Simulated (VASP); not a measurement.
# TaN (Fm-3m) in VASP: a series of runs

TaN is run at these levels: r2SCAN; tasks: single point, relaxation of cell and atoms.

Program: VASP 6.6.1. These are calculated values, not measurements. Logs are shortened: lines on timing, memory, paths and dates and some standing lists are left out, and cuts for length are marked.

**1. The cell of the first run**

Symmetry: Fm-3m, No. 225, cubic system. Conventional cell: a = 4.399 Å, b = 4.399 Å, c = 4.399 Å, α = 90.00°, β = 90.00°, γ = 90.00°. Ta (site symmetry m-3m) has 6 N at 2.20 Å within 2.9 Å. N (site symmetry m-3m) has 6 Ta at 2.20 Å within 2.9 Å.

**2. Single point, r2SCAN**

POSCAR

```
TaN
1.0
    0.0000000000      2.1995286453      2.1995286453
    2.1995286453      0.0000000000      2.1995286453
    2.1995286453      2.1995286453      0.0000000000
Ta N
1 1
Direct
    0.5000000000      0.5000000000      0.5000000000
    0.0000000000      0.0000000000      0.0000000000
```

INCAR.step1

```
SYSTEM = TaN
PREC = Accurate
ENCUT = 520
ISMEAR = 0
SIGMA = 0.1
LREAL = .FALSE.
LASPH = .TRUE.
NELM = 80
NBANDS = 15
GGA = PE
ALGO = Normal
EDIFF = 1E-4
LWAVE = .TRUE.
LCHARG = .FALSE.
```

INCAR.step2

```
SYSTEM = TaN
PREC = Accurate
ENCUT = 520
EDIFF = 1E-6
ISMEAR = 0
SIGMA = 0.1
LREAL = .FALSE.
LASPH = .TRUE.
NELM = 80
ALGO = Normal
ISIF = 2
LWAVE = .FALSE.
LCHARG = .TRUE.
METAGGA = R2SCAN
LMIXTAU = .TRUE.
LELF = .TRUE.
LVHAR = .TRUE.
NBANDS = 15
ISTART = 1
```

KPOINTS

```
Automatic mesh
0
G
  6 6 6
  0 0 0
```

Potentials or basis: VASP PAW PBE potentials, release 64 (Ta_pv, N).

Run with:

```sh
$ cat potpaw_PBE.64/Ta_pv/POTCAR potpaw_PBE.64/N/POTCAR > POTCAR
$ cp INCAR.step1 INCAR
$ mpirun -np 1 vasp_std > vasp.out
$ cp INCAR.step2 INCAR
$ mpirun -np 1 vasp_std > vasp.out
```

OUTCAR:

```text
SYSTEM = TaN
   PREC = Accurate
   ENCUT = 520
   EDIFF = 1E-6
   ISMEAR = 0
   LREAL = .FALSE.
   LASPH = .TRUE.
   NELM = 80
   ISIF = 2
   METAGGA = R2SCAN
   ISTART = 1

 ion  position               nearest neighbor table
   1  0.500  0.500  0.500-   2 2.20   2 2.20   2 2.20   2 2.20   2 2.20   2 2.20
   2  0.000  0.000  0.000-   1 2.20   1 2.20   1 2.20   1 2.20   1 2.20   1 2.20

  LATTYP: Found a face centered cubic cell.
 ALAT       =     4.3990572906

  Lattice vectors:

 A1 = (   0.0000000000,   2.1995286453,   2.1995286453)
 A2 = (   2.1995286453,   0.0000000000,   2.1995286453)
 A3 = (   2.1995286453,   2.1995286453,   0.0000000000)

Analysis of symmetry for initial positions (statically):
=====================================================================
 Subroutine PRICEL returns:
 Original cell was already a primitive cell.

 Routine SETGRP: Setting up the symmetry group for a
 face centered cubic supercell.

 Subroutine GETGRP returns: Found 48 space group operations
 (whereof 48 operations were pure point group operations)
 out of a pool of 48 trial point group operations.

The static configuration has the point symmetry O_h .

Analysis of symmetry for dynamics (positions and initial velocities):
=====================================================================
 Subroutine PRICEL returns:
 Original cell was already a primitive cell.

 Routine SETGRP: Setting up the symmetry group for a
 face centered cubic supercell.

 Subroutine GETGRP returns: Found 48 space group operations
 (whereof 48 operations were pure point group operations)
 out of a pool of 48 trial point group operations.

The dynamic configuration has the point symmetry O_h .

 Subroutine INISYM returns: Found 48 space group operations
 (whereof 48 operations are pure point group operations),
 and found     1 'primitive' translations

----------------------------------------------------------------------------------------

                                     Primitive cell

  volume of cell :      21.2823

  direct lattice vectors                    reciprocal lattice vectors
     0.000000000  2.199528645  2.199528645    -0.227321431  0.227321431  0.227321431
     2.199528645  0.000000000  2.199528645     0.227321431 -0.227321431  0.227321431
     2.199528645  2.199528645  0.000000000     0.227321431  0.227321431 -0.227321431

  length of vectors
     3.110603241  3.110603241  3.110603241     0.393732269  0.393732269  0.393732269

  position of ions in fractional coordinates (direct lattice)
     0.500000000  0.500000000  0.500000000
     0.000000000  0.000000000  0.000000000

  ion indices of the primitive-cell ions
   primitive index   ion index
                 1           1
                 2           2

----------------------------------------------------------------------------------------

 KPOINTS: Automatic mesh

Automatic generation of k-mesh.
 Grid dimensions read from file:
 generate k-points for:    6    6    6

 Generating k-lattice:

  Cartesian coordinates                     Fractional coordinates (reciprocal lattice)
    -0.037886905  0.037886905  0.037886905     0.166666667  0.000000000  0.000000000
     0.037886905 -0.037886905  0.037886905     0.000000000  0.166666667  0.000000000
     0.037886905  0.037886905 -0.037886905     0.000000000  0.000000000  0.166666667

  Length of vectors
     0.065622045  0.065622045  0.065622045

  Shift w.r.t. Gamma in fractional coordinates (k-lattice)
     0.000000000  0.000000000  0.000000000

 Subroutine IBZKPT returns following result:
 ===========================================

 Found     16 irreducible k-points:

 Following reciprocal coordinates:
            Coordinates               Weight
  0.000000  0.000000  0.000000      1.000000
  0.166667  0.000000  0.000000      8.000000
  0.333333  0.000000  0.000000      8.000000
  0.500000  0.000000  0.000000      4.000000
  0.166667  0.166667  0.000000      6.000000
  0.333333  0.166667  0.000000     24.000000
[... 8 lines left out ...]
 -0.333333  0.333333  0.166667     24.000000
 -0.333333  0.500000  0.166667     12.000000
   k-points           NKPTS =     16   k-points in BZ     NKDIM =     16   number of bands    NBANDS=     15
   number of dos      NEDOS =    301   number of ions     NIONS =      2
   total plane-waves  NPLWV =  13824
   dimension x,y,z NGX =    24 NGY =   24 NGZ =   24
   dimension x,y,z NGXF=    48 NGYF=   48 NGZF=   48
   ions per type =               1   1
   NGX,Y,Z   is equivalent  to a cutoff of  12.83, 12.83, 12.83 a.u.
   NGXF,Y,Z  is equivalent  to a cutoff of  25.65, 25.65, 25.65 a.u.
 SYSTEM =  TaN
   PREC   = accura    normal or accurate (medium, high low for compatibility)
   ISTART =      1    job   : 0-new  1-cont  2-samecut
   ICHARG =      0    charge: 1-file 2-atom 10-const
   ISPIN  =      1    spin polarized calculation?
   LNONCOLLINEAR =      F non collinear calculations
   LSORBIT =      F    spin-orbit coupling
   LASPH  =      T    aspherical Exc in radial PAW
   ENCUT  =  520.0 eV  38.22 Ry    6.18 a.u.   5.78  5.78  5.78*2*pi/ulx,y,z
   NELM   =     80;   NELMIN=  2; NELMDL=  0     # of ELM steps
   EDIFF  = 0.1E-05   stopping-criterion for ELM
   LREAL  =      F    real-space projection
   EDIFFG = 0.1E-04   stopping-criterion for IOM
   NSW    =      0    number of steps for IOM
   IBRION =     -1    ionic relax: 0-MD 1-quasi-New 2-CG
   NFREE  =      0    steps in history (QN), initial steepest desc. (CG)
   ISIF   =      2    stress and relaxation
   ISYM   =      2    0-nonsym 1-usesym 2-fastsym
   POTIM  = 0.5000    time-step for ionic-motion
   TEBEG  =    0.0;   TEEND  =   0.0 temperature during run
   PSTRESS=    0.0 pullay stress
   NELECT =      16.0000    total number of electrons
   NUPDOWN=      -1.0000    fix difference up-down
   EMIN   =  10.00;   EMAX   =-10.00  energy-range for DOS
   EFERMI =   0.00;   METHOD = LEGACY
   ISMEAR =     0;   SIGMA  =   0.10  broadening in eV -4-tet -1-fermi 0-gaus
   EFERMI_NEDOS =   21; number of points for ismear=-14 and -15
   IALGO  =     38    algorithm
   IMIX   =      4    mixing-type and parameters
     AMIX     =   0.40;   BMIX     =  1.00
     AMIX_MAG =   1.60;   BMIX_MAG =  1.00
  volume/ion in A,a.u.               =      10.64        71.81
  Fermi-wavevector in a.u.,A,eV,Ry     =   1.488590  2.813028 30.149167  2.215901
  Thomas-Fermi vector in A             =   2.601606
   LORBIT       =      0    0 simple, 1 ext, 2 COOP (PROOUT), +10 PAW based schemes
   METAGGA = R2SCAN    functional components
   LHFCALC =     F    Hartree Fock is set to
   AEXX    =    0.0000 exact exchange contribution
   IVDW    =     0    specifies the selected vdW correction
   LEPSILON=     F    determine dielectric tensor
   LRPA    =     F    only Hartree local field effects (RPA)
 non-spin polarized calculation
 Gauss-broadening in eV      SIGMA  =   0.10
  energy-cutoff  :      520.00
  volume of cell :       21.28
 maximum number of plane-waves:       588
   NGX = 11   NGY = 11   NGZ = 11

 number of electron      16.0000003 magnetization

 Free energy of the ion-electron system (eV)
  ---------------------------------------------------
  ext. energy  EPLUGINS =         0.00000000
  ---------------------------------------------------
  free energy    TOTEN  =       -59.56452058 eV

  energy without entropy =      -59.55693002  energy(sigma->0) =      -59.56072530

 E-fermi :   9.6481     XC(G=0): -14.4527

 val. band max:        9.5211280881   @ k =  -0.3333   0.3333   0.1667
 cond. band min:       9.6905091863   @ k =   0.3333   0.0000   0.0000
 fundamental gap:      0.1693810982
 Fermi energy:         9.6481103641

 k-point     1 :       0.0000    0.0000    0.0000
  band No.  band energies     occupation
      1     -27.5624      2.00000
      2     -27.5624      2.00000
      3     -27.5624      2.00000
      4     -10.3939      2.00000
      5       5.4744      2.00000
      6       5.4744      2.00000
      7       5.4744      2.00000
      8       7.4406      2.00000
      9       7.4406      2.00000
     10       7.4406      2.00000
     11       9.7292      0.25158
     12       9.7292      0.25157
     13      11.3709      0.00000
     14      19.1379      0.00000
     15      19.5466      0.00000

 k-point     2 :       0.1667    0.0000    0.0000
  band No.  band energies     occupation
      1     -27.7950      2.00000
      2     -27.5830      2.00000
      3     -27.5830      2.00000
      4      -9.7495      2.00000
      5       3.1110      2.00000
      6       3.9045      2.00000
      7       3.9045      2.00000
      8       8.2427      2.00000
      9       8.3192      2.00000
     10       8.3192      2.00000
     11      11.9104      0.00000
     12      11.9104      0.00000
     13      13.0828      0.00000
     14      19.1376      0.00000
     15      21.3977      0.00000

 k-point     3 :       0.3333    0.0000    0.0000
  band No.  band energies     occupation
      1     -28.2319      2.00000
      2     -27.6239      2.00000
      3     -27.6239      2.00000
      4      -8.2965      2.00000
      5       0.1586      2.00000
      6       2.2272      2.00000
      7       2.2272      2.00000
      8       9.6905      0.54877
      9      10.2205      0.00000
     10      10.2205      0.00000
     11      14.9529      0.00000
     12      15.4133      0.00000
     13      15.4133      0.00000
     14      19.1350      0.00000
     15      22.1868      0.00000
[... 199 lines left out ...]
 k-point    15 :      -0.3333    0.3333    0.1667
  band No.  band energies     occupation
      1     -28.2107      2.00000
      2     -27.9712      2.00000
      3     -27.7761      2.00000
      4      -8.2399      2.00000
      5       0.7459      2.00000
      6       2.2803      2.00000
      7       2.4295      2.00000
      8       9.5211      1.92747
      9       9.7596      0.11471
     10      12.6567      0.00000
     11      14.4201      0.00000
     12      15.3723      0.00000
     13      19.1282      0.00000
     14      19.9189      0.00000
     15      20.3706      0.00000

 k-point    16 :      -0.3333    0.5000    0.1667
  band No.  band energies     occupation
      1     -28.1873      2.00000
      2     -27.9638      2.00000
      3     -27.8713      2.00000
      4      -8.6761      2.00000
      5       2.3652      2.00000
      6       2.4004      2.00000
      7       2.6765      2.00000
      8       7.4679      2.00000
      9      11.2576      0.00000
     10      13.1455      0.00000
     11      13.3510      0.00000
     12      14.6093      0.00000
     13      18.8521      0.00000
     14      19.1888      0.00000
     15      20.5571      0.00000

------------------------ aborting loop because EDIFF is reached ----------------------------------------

  FORCE on cell =-STRESS in cart. coord.  units (eV):
  Direction    XX          YY          ZZ          XY          YZ          ZX
  --------------------------------------------------------------------------------------
  -------------------------------------------------------------------------------------
  Total        0.2368714      0.2368714      0.2368714      0.0000000     -0.0000000     -0.0000000
  in kB       17.8321787     17.8321787     17.8321787      0.0000000     -0.0000000     -0.0000000
  external PRESSURE =      17.8321787 kB  Pullay stress =       0.0000000 kB

 VOLUME and BASIS-vectors are now :
 -----------------------------------------------------------------------------
  energy-cutoff  :      520.00
  volume of cell :       21.28
      direct lattice vectors                 reciprocal lattice vectors
     0.000000000  2.199528645  2.199528645    -0.227321431  0.227321431  0.227321431
     2.199528645  0.000000000  2.199528645     0.227321431 -0.227321431  0.227321431
     2.199528645  2.199528645  0.000000000     0.227321431  0.227321431 -0.227321431

 POSITION                                       TOTAL-FORCE (eV/Angst)
 -----------------------------------------------------------------------------------
      2.19953      2.19953      2.19953         0.000000      0.000000     -0.000000
      0.00000      0.00000      0.00000        -0.000000     -0.000000      0.000000
 -----------------------------------------------------------------------------------
    total drift:                                0.000000     -0.000000     -0.000000

  FREE ENERGIE OF THE ION-ELECTRON SYSTEM (eV)
  ---------------------------------------------------
  free  energy   TOTEN  =       -59.5645205819 eV

  energy  without entropy=      -59.5569300184  energy(sigma->0) =      -59.56072530
```

Wall time 12 s (1 thread of AMD EPYC 9R45 (Zen 5), shared host); peak memory 0.11 GiB.

What came out:

```
Free energy            : -59.5645 eV
Pressure               : 1.8 GPa
Band gap on the k mesh : zero (band 8 reaches 11.52 eV, above the bottom of band 9 at 7.44 eV)
```

Levels at points of the mesh, in eV from the Fermi level:
```
           k point  band 4  band 5  band 6  band 7  band 8  band 9  band 10  band 11  band 12  band 13
(0.00, 0.00, 0.00)  -20.04   -4.17   -4.17   -4.17   -2.21   -2.21    -2.21     0.08     0.08     1.72
(0.50, 0.00, 0.00)  -17.03  -10.87   -8.03   -8.03    1.87    1.87     2.02     4.02     7.77     7.77
(0.50, 0.50, 0.00)  -18.81   -7.13   -5.67   -5.03   -5.03    2.15     3.49     3.49     4.66     7.32
```

Caveat: the k points lie up to 0.41 Å⁻¹ apart; the PAW data sets were made with another functional, which shifts forces and pressure a little; spin-orbit coupling is left out, which moves the levels of the heavy elements.

**3. Relaxation of cell and atoms, r2SCAN**

This run uses another cell than the first one, of 10.35 Å³/atom, 0.972 times its volume.

POSCAR

```
TaN
1.0
    0.0000000000      2.1790000000      2.1790000000
    2.1790000000      0.0000000000      2.1790000000
    2.1790000000      2.1790000000      0.0000000000
Ta N
1 1
Direct
    0.5000000000      0.5000000000      0.5000000000
    0.0000000000      0.0000000000      0.0000000000
```

INCAR.step1

```
SYSTEM = TaN
ALGO = Normal ; EDIFF = 1E-4
ENCUT = 600 ; GGA = PE
ISMEAR = 0 ; LASPH = .TRUE.
LCHARG = .FALSE. ; LREAL = .FALSE.
LWAVE = .TRUE. ; NELM = 100
PREC = Accurate ; SIGMA = 0.1
```

INCAR.step2

```
SYSTEM = TaN
ALGO = Normal ; EDIFF = 1E-7
EDIFFG = -0.04 ; ENCUT = 600
IBRION = 2 ; ISIF = 3
ISMEAR = 0 ; ISTART = 1
LASPH = .TRUE. ; LCHARG = .FALSE.
LMIXTAU = .TRUE. ; LREAL = .FALSE.
LWAVE = .FALSE. ; METAGGA = R2SCAN
NELM = 100 ; NSW = 90
PREC = Accurate ; SIGMA = 0.1
```

KPOINTS

```
k-points
0
G
  6 6 6
  0 0 0
```

Potentials or basis: VASP PAW PBE potentials, release 64 (Ta_pv, N).

Run with:

```sh
$ cat potpaw_PBE.64/Ta_pv/POTCAR potpaw_PBE.64/N/POTCAR > POTCAR
$ cp INCAR.step1 INCAR
$ mpirun -np 1 vasp_std > vasp.out
$ cp INCAR.step2 INCAR
$ mpirun -np 1 vasp_std > vasp.out
```

Run time: 57 s. Hardware: 1 thread of AMD EPYC 9R45 (Zen 5), shared host; peak memory 0.14 GiB.

Results (log left out):

```yaml
Free_energy: -59.5653 eV
Relaxed_volume: 10.71 Å³/atom
Relaxed_cell: a = 3.117 Å, b = 3.117 Å, c = 3.117 Å, α = 60.00°, β = 60.00°, γ = 60.00°
Space_group_after_relaxing_to_0.05_Å: Fm-3m (No. 225)
Energy_gained_by_relaxing: 13.2 meV/atom
Ionic_steps: 3
Pressure_after_relaxing: -0.3 GPa
Band_gap_on_the_k_mesh: zero (band 8 reaches 11.43 eV, above the bottom of band 9 at 7.39 eV)
```

The path:
| step | energy change (eV) | largest force (eV/Å) | pressure (GPa) | volume (Å³) |
| --- | --- | --- | --- | --- |
| 1 | 0.0000 | 0.0000 | 12.50 | 20.69 |
| 2 | 0.1180 | 0.0000 | -23.70 | 23.20 |
| 3 | -0.0264 | 0.0000 | -0.34 | 21.41 |

Final structure:
```xyz
2
Lattice="0.0000 2.2040 2.2040 2.2040 0.0000 2.2040 2.2040 2.2040 0.0000" Properties=species:S:1:pos:R:3 pbc="T T T"
Ta    2.2040    2.2040    2.2040
N     0.0000    0.0000    0.0000
```

Levels at points of the mesh, in eV from the Fermi level:
| k point | band 4 | band 5 | band 6 | band 7 | band 8 | band 9 | band 10 | band 11 | band 12 |
| --- | --- | --- | --- | --- | --- | --- | --- | --- | --- |
| (0.00, 0.00, 0.00) | -19.99 | -4.15 | -4.15 | -4.15 | -2.19 | -2.19 | -2.19 | 0.08 | 0.08 |
| (0.50, 0.00, 0.00) | -17.02 | -10.81 | -7.98 | -7.98 | 1.85 | 1.85 | 2.00 | 4.00 | 7.71 |
| (0.50, 0.50, 0.00) | -18.76 | -7.11 | -5.62 | -5.01 | -5.01 | 2.14 | 3.45 | 3.45 | 4.60 |

Caveat: the k points lie up to 0.41 Å⁻¹ apart in the final cell; the PAW data sets were made with another functional, which shifts forces and pressure a little; spin-orbit coupling is left out, which moves the levels of the heavy elements. Zero-point motion and thermal expansion aren't in these numbers.

[end of part 1 of 2]
